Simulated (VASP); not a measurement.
# Li3Br (R32) in VASP: further runs

Li3Br is run at these levels: PBE; tasks: single point, relaxation of cell and atoms.

Program: VASP 6.6.1. These are calculated values, not measurements. Logs are shortened: lines on timing, memory, paths and dates and some standing lists are left out, and cuts for length are marked.

## (1) The cell of the first run

The structure is trigonal, space group R32 (No. 155). Conventional cell: a = 6.081 Å, b = 6.081 Å, c = 9.156 Å, α = 90.00°, β = 90.00°, γ = 120.00°. Within 3.5 Å of Li (site symmetry 2) lie 2 Br at 2.64 Å and 4 Li at 3.08 to 3.10 Å. Within 3.5 Å of Br (site symmetry 32) lie 6 Li at 2.64 Å.

The cell was built from a structure type or drawn by symmetry, and may not be a known phase.

## (2) Single point, PBE

File INCAR:

```
SYSTEM = Li3Br
PREC = Accurate
ENCUT = 520
EDIFF = 1E-7
ISMEAR = 0
SIGMA = 0.1
LREAL = .FALSE.
LASPH = .TRUE.
NELM = 80
ALGO = Normal
ISIF = 2
LWAVE = .FALSE.
LCHARG = .FALSE.
GGA = PE
NBANDS = 16
```

File KPOINTS:

```
regular mesh
0
G
  6 6 6
  0 0 0
```

File POSCAR:

```
Li3Br
1.0
    3.0407379267      1.7555708585      3.0520326573
   -3.0407379267      1.7555708585      3.0520326573
    0.0000000000     -3.5111417230      3.0520326538
Li Br
3 1
Direct
    0.5000000000      0.2059656040      0.7940343960
    0.2059656040      0.7940343960      0.5000000000
    0.7940343960      0.5000000000      0.2059656040
    0.0000000000      0.0000000000      0.0000000000
```

Potentials or basis: VASP PAW PBE potentials, release 64 (Li_sv, Br).

The run is started by

```bash
> cat potpaw_PBE.64/Li_sv/POTCAR potpaw_PBE.64/Br/POTCAR > POTCAR
> mpirun -np 1 vasp_std > vasp.out
```

OUTCAR:

```text
SYSTEM = Li3Br
   PREC = Accurate
   ENCUT = 520
   EDIFF = 1E-7
   ISMEAR = 0
   LREAL = .FALSE.
   LASPH = .TRUE.
   NELM = 80
   ISIF = 2
   GGA = PE

 ion  position               nearest neighbor table
   1  0.500  0.206  0.794-   4 2.64   4 2.64
   2  0.206  0.794  0.500-   4 2.64   4 2.64
   3  0.794  0.500  0.206-   4 2.64   4 2.64
   4  0.000  0.000  0.000-   2 2.64   2 2.64   1 2.64   3 2.64   3 2.64   1 2.64

  LATTYP: Found a trigonal (rhomboedric) cell.
 ALAT       =     4.6522058767
 COS(alpha) =     0.1455825163

  Lattice vectors:

 A1 = (   3.0407379267,   1.7555708585,   3.0520326573)
 A2 = (  -3.0407379267,   1.7555708585,   3.0520326573)
 A3 = (   0.0000000000,  -3.5111417230,   3.0520326538)

Analysis of symmetry for initial positions (statically):
=====================================================================
 Subroutine PRICEL returns:
 Original cell was already a primitive cell.

 Routine SETGRP: Setting up the symmetry group for a
 trigonal (rhombohedral) supercell.

 Subroutine GETGRP returns: Found  6 space group operations
 (whereof  6 operations were pure point group operations)
 out of a pool of 12 trial point group operations.

The static configuration has the point symmetry D_3 .

Analysis of symmetry for dynamics (positions and initial velocities):
=====================================================================
 Subroutine PRICEL returns:
 Original cell was already a primitive cell.

 Routine SETGRP: Setting up the symmetry group for a
 trigonal (rhombohedral) supercell.

 Subroutine GETGRP returns: Found  6 space group operations
 (whereof  6 operations were pure point group operations)
 out of a pool of 12 trial point group operations.

The dynamic configuration has the point symmetry D_3 .

 Subroutine INISYM returns: Found  6 space group operations
 (whereof  6 operations are pure point group operations),
 and found     1 'primitive' translations

----------------------------------------------------------------------------------------

                                     Primitive cell

  volume of cell :      97.7547

  direct lattice vectors                    reciprocal lattice vectors
     3.040737927  1.755570859  3.052032657     0.164433770  0.094935881  0.109216831
    -3.040737927  1.755570859  3.052032657    -0.164433770  0.094935881  0.109216831
     0.000000000 -3.511141723  3.052032654     0.000000000 -0.189871762  0.109216830

  length of vectors
     4.652205877  4.652205877  4.652205877     0.219042467  0.219042467  0.219042467

  position of ions in fractional coordinates (direct lattice)
     0.500000000  0.205965604  0.794034396
     0.205965604  0.794034396  0.500000000
     0.794034396  0.500000000  0.205965604
     0.000000000  0.000000000  0.000000000

  ion indices of the primitive-cell ions
   primitive index   ion index
                 1           1
                 2           2
                 3           3
                 4           4

----------------------------------------------------------------------------------------

 KPOINTS: regular mesh

Automatic generation of k-mesh.
 Grid dimensions read from file:
 generate k-points for:    6    6    6

 Generating k-lattice:

  Cartesian coordinates                     Fractional coordinates (reciprocal lattice)
     0.027405628  0.015822647  0.018202805     0.166666667  0.000000000 -0.000000000
    -0.027405628  0.015822647  0.018202805     0.000000000  0.166666667 -0.000000000
     0.000000000 -0.031645294  0.018202805    -0.000000000 -0.000000000  0.166666667

  Length of vectors
     0.036507078  0.036507078  0.036507078

  Shift w.r.t. Gamma in fractional coordinates (k-lattice)
     0.000000000  0.000000000  0.000000000

 Subroutine IBZKPT returns following result:
 ===========================================

 Found     32 irreducible k-points:

 Following reciprocal coordinates:
            Coordinates               Weight
  0.000000  0.000000  0.000000      1.000000
  0.166667  0.000000 -0.000000      6.000000
  0.333333 -0.000000 -0.000000      6.000000
  0.500000  0.000000 -0.000000      3.000000
  0.166667  0.166667  0.000000      6.000000
  0.333333  0.166667  0.000000     12.000000
[... 16 lines left out ...]
  0.500000  0.500000  0.166667      6.000000
 -0.333333  0.500000  0.166667     12.000000
 [... further k-points ...]
   k-points           NKPTS =     32   k-points in BZ     NKDIM =     32   number of bands    NBANDS=     16
   number of dos      NEDOS =    301   number of ions     NIONS =      4
   total plane-waves  NPLWV =  46656
   dimension x,y,z NGX =    36 NGY =   36 NGZ =   36
   dimension x,y,z NGXF=    72 NGYF=   72 NGZF=   72
   ions per type =               3   1
   NGX,Y,Z   is equivalent  to a cutoff of  12.86, 12.86, 12.86 a.u.
   NGXF,Y,Z  is equivalent  to a cutoff of  25.73, 25.73, 25.73 a.u.
 SYSTEM =  Li3Br
   PREC   = accura    normal or accurate (medium, high low for compatibility)
   ISTART =      0    job   : 0-new  1-cont  2-samecut
   ICHARG =      2    charge: 1-file 2-atom 10-const
   ISPIN  =      1    spin polarized calculation?
   LNONCOLLINEAR =      F non collinear calculations
   LSORBIT =      F    spin-orbit coupling
   LASPH  =      T    aspherical Exc in radial PAW
   ENCUT  =  520.0 eV  38.22 Ry    6.18 a.u.   8.65  8.65  8.65*2*pi/ulx,y,z
   NELM   =     80;   NELMIN=  2; NELMDL= -5     # of ELM steps
   EDIFF  = 0.1E-06   stopping-criterion for ELM
   LREAL  =      F    real-space projection
   EDIFFG = 0.1E-05   stopping-criterion for IOM
   NSW    =      0    number of steps for IOM
   IBRION =     -1    ionic relax: 0-MD 1-quasi-New 2-CG
   NFREE  =      0    steps in history (QN), initial steepest desc. (CG)
   ISIF   =      2    stress and relaxation
   ISYM   =      2    0-nonsym 1-usesym 2-fastsym
   POTIM  = 0.5000    time-step for ionic-motion
   TEBEG  =    0.0;   TEEND  =   0.0 temperature during run
   PSTRESS=    0.0 pullay stress
   NELECT =      16.0000    total number of electrons
   NUPDOWN=      -1.0000    fix difference up-down
   EMIN   =  10.00;   EMAX   =-10.00  energy-range for DOS
   EFERMI =   0.00;   METHOD = LEGACY
   ISMEAR =     0;   SIGMA  =   0.10  broadening in eV -4-tet -1-fermi 0-gaus
   EFERMI_NEDOS =   21; number of points for ismear=-14 and -15
   IALGO  =     38    algorithm
   IMIX   =      4    mixing-type and parameters
     AMIX     =   0.40;   BMIX     =  1.00
     AMIX_MAG =   1.60;   BMIX_MAG =  1.00
  volume/ion in A,a.u.               =      24.44       164.92
  Fermi-wavevector in a.u.,A,eV,Ry     =   0.895507  1.692263 10.910954  0.801932
  Thomas-Fermi vector in A             =   2.017848
   LORBIT       =      0    0 simple, 1 ext, 2 COOP (PROOUT), +10 PAW based schemes
   GGA     = PE    functional components
   LHFCALC =     F    Hartree Fock is set to
   AEXX    =    0.0000 exact exchange contribution
   IVDW    =     0    specifies the selected vdW correction
   LEPSILON=     F    determine dielectric tensor
   LRPA    =     F    only Hartree local field effects (RPA)
 non-spin polarized calculation
 Gauss-broadening in eV      SIGMA  =   0.10
  energy-cutoff  :      520.00
  volume of cell :       97.75
 maximum number of plane-waves:      2646
 NGX is ok and might be reduce to    36
   NGX = 17   NGY = 17   NGZ = 17

 number of electron      16.0000012 magnetization

 Free energy of the ion-electron system (eV)
  ---------------------------------------------------
  ext. energy  EPLUGINS =         0.00000000
  ---------------------------------------------------
  free energy    TOTEN  =        -9.47049632 eV

  energy without entropy =       -9.46809629  energy(sigma->0) =       -9.46929630

 E-fermi :   1.8319     XC(G=0):  -7.1582

 val. band max:        1.8311455868   @ k =  -0.3333   0.5000   0.3333
 cond. band min:       1.9605713649   @ k =  -0.3333   0.5000   0.3333
 fundamental gap:      0.1294257781
 Fermi energy:         1.8319017758

 k-point     1 :       0.0000    0.0000    0.0000
  band No.  band energies     occupation
      1     -45.7789      2.00000
      2     -45.7703      2.00000
      3     -45.7703      2.00000
      4     -15.3398      2.00000
      5      -3.5110      2.00000
      6      -3.5110      2.00000
[... 8 lines left out ...]
     15       8.8023      0.00000
     16       8.8023      0.00000

 k-point     2 :       0.1667    0.0000   -0.0000
  band No.  band energies     occupation
      1     -45.7785      2.00000
      2     -45.7713      2.00000
      3     -45.7697      2.00000
      4     -15.3338      2.00000
      5      -3.7127      2.00000
      6      -3.5037      2.00000
[... 8 lines left out ...]
     15       8.0599      0.00000
     16       8.3115      0.00000

 k-point     3 :       0.3333   -0.0000   -0.0000
  band No.  band energies     occupation
      1     -45.7773      2.00000
      2     -45.7727      2.00000
      3     -45.7693      2.00000
      4     -15.3217      2.00000
      5      -4.0435      2.00000
      6      -3.5112      2.00000
[... 8 lines left out ...]
     15       7.4718      0.00000
     16       8.2140      0.00000

 k-point     4 :       0.5000    0.0000   -0.0000
  band No.  band energies     occupation
      1     -45.7766      2.00000
      2     -45.7736      2.00000
      3     -45.7693      2.00000
      4     -15.3156      2.00000
      5      -4.1873      2.00000
      6      -3.5153      2.00000
[... 8 lines left out ...]
     15       7.1970      0.00000
     16       8.5333      0.00000
[... 324 lines left out ...]
 k-point    22 :      -0.1667    0.3333    0.1667
  band No.  band energies     occupation
      1     -45.7767      2.00000
      2     -45.7726      2.00000
      3     -45.7700      2.00000
      4     -15.3101      2.00000
      5      -3.9933      2.00000
      6      -3.6995      2.00000
[... 8 lines left out ...]
     15       7.8453      0.00000
     16       8.6773      0.00000

 k-point    23 :       0.5000    0.5000    0.1667
  band No.  band energies     occupation
      1     -45.7751      2.00000
      2     -45.7731      2.00000
      3     -45.7711      2.00000
      4     -15.2883      2.00000
      5      -4.0932      2.00000
      6      -3.9216      2.00000
[... 8 lines left out ...]
     15       8.6485      0.00000
     16       9.2045      0.00000

 k-point    24 :      -0.3333    0.5000    0.1667
  band No.  band energies     occupation
      1     -45.7753      2.00000
      2     -45.7732      2.00000
      3     -45.7707      2.00000
      4     -15.2934      2.00000
      5      -4.0727      2.00000
      6      -3.8750      2.00000
[... 8 lines left out ...]
     15       8.3892      0.00000
     16       9.2201      0.00000

 [... further k-points ...]

------------------------ aborting loop because EDIFF is reached ----------------------------------------

  FORCE on cell =-STRESS in cart. coord.  units (eV):
  Direction    XX          YY          ZZ          XY          YZ          ZX
  --------------------------------------------------------------------------------------
  -------------------------------------------------------------------------------------
  Total       -0.0259738     -0.0259738      0.0299423      0.0000000     -0.0000000      0.0000000
  in kB       -0.4257046     -0.4257046      0.4907470      0.0000000     -0.0000000      0.0000000
  external PRESSURE =      -0.1202208 kB  Pullay stress =       0.0000000 kB

 VOLUME and BASIS-vectors are now :
 -----------------------------------------------------------------------------
  energy-cutoff  :      520.00
  volume of cell :       97.75
      direct lattice vectors                 reciprocal lattice vectors
     3.040737927  1.755570859  3.052032657     0.164433770  0.094935881  0.109216831
    -3.040737927  1.755570859  3.052032657    -0.164433770  0.094935881  0.109216831
     0.000000000 -3.511141723  3.052032654     0.000000000 -0.189871762  0.109216830

 POSITION                                       TOTAL-FORCE (eV/Angst)
 -----------------------------------------------------------------------------------
      0.89408     -1.54859      4.57805         0.000716     -0.001240     -0.000000
     -1.78816     -0.00000      4.57805        -0.001432     -0.000000      0.000000
      0.89408      1.54859      4.57805         0.000716      0.001240      0.000000
      0.00000      0.00000      0.00000         0.000000      0.000000     -0.000000
 -----------------------------------------------------------------------------------
    total drift:                               -0.000000      0.000000      0.000000

  FREE ENERGIE OF THE ION-ELECTRON SYSTEM (eV)
  ---------------------------------------------------
  free  energy   TOTEN  =        -9.4704963232 eV

  energy  without entropy=       -9.4680962851  energy(sigma->0) =       -9.46929630
```

Wall time 35 s (1 thread of Intel Xeon Platinum 8259CL at 2.50GHz (Skylake/Cascade Lake), shared host); peak memory 0.21 GiB.

Results:

- Free energy: -9.4705 eV
- Band gap on the k mesh: zero (bands 8 and 9 overlap by 0.13 eV)

Caveat: the cutoff is under 1.25 times the usual one of these potentials, so pressure, stress and relaxed cells hold a basis-set (Pulay) error.

## (3) Single point, PBE

INCAR, as its differences from that of step 2:

```diff
@@ -3,3 +3,3 @@
 ENCUT = 520
-EDIFF = 1E-7
+EDIFF = 1E-6
 ISMEAR = 0
@@ -8,3 +8,3 @@
 LASPH = .TRUE.
-NELM = 80
+NELM = 100
 ALGO = Normal
```

File KPOINTS:

```
regular mesh
0
G
  12 12 12
  0 0 0
```

File POSCAR:

```
Li3Br
1.0
    3.0389091683      1.7545150264      3.0575540757
   -3.0389091683      1.7545150264      3.0575540757
    0.0000000000     -3.5090300528      3.0575540757
Li Br
3 1
Direct
    0.5000000000      0.2051797499      0.7948202501
    0.2051797499      0.7948202501      0.5000000000
    0.7948202501      0.5000000000      0.2051797499
    0.0000000000      0.0000000000      0.0000000000
```

Potentials or basis: VASP PAW PBE potentials, release 64 (Li_sv, Br).

The run is started by

```bash
> cat potpaw_PBE.64/Li_sv/POTCAR potpaw_PBE.64/Br/POTCAR > POTCAR
> mpirun -np 1 vasp_std > vasp.out
```

Wall time 4.2 min (1 thread of Intel Xeon Platinum 8375C at 2.90GHz (Ice Lake), shared host); peak memory 0.38 GiB.

Results (log left out):

| Item | Value |
| --- | --- |
| Free energy | -9.4784 eV |
| Band gap on the k mesh | zero (bands 8 and 9 overlap by 0.13 eV) |

Levels at points of the mesh, in eV from the Fermi level:
```tsv
k point	band 5	band 6	band 7	band 8	band 9	band 10	band 11	band 12
(0.00, 0.00, 0.00)	-5.32	-5.32	-5.30	-2.00	1.73	1.73	3.88	4.58
(0.50, 0.00, 0.00)	-5.99	-5.32	-5.24	-0.14	-0.10	2.85	3.51	4.09
(0.50, 0.50, 0.00)	-5.94	-5.73	-5.25	-0.64	1.50	1.79	3.27	3.64
(0.50, 0.50, 0.50)	-5.80	-5.67	-5.67	-0.43	0.95	1.48	1.48	4.65
```

Caveat: the cutoff is under 1.25 times the usual one of these potentials, so pressure, stress and relaxed cells hold a basis-set (Pulay) error.

[end of part 1 of 2]
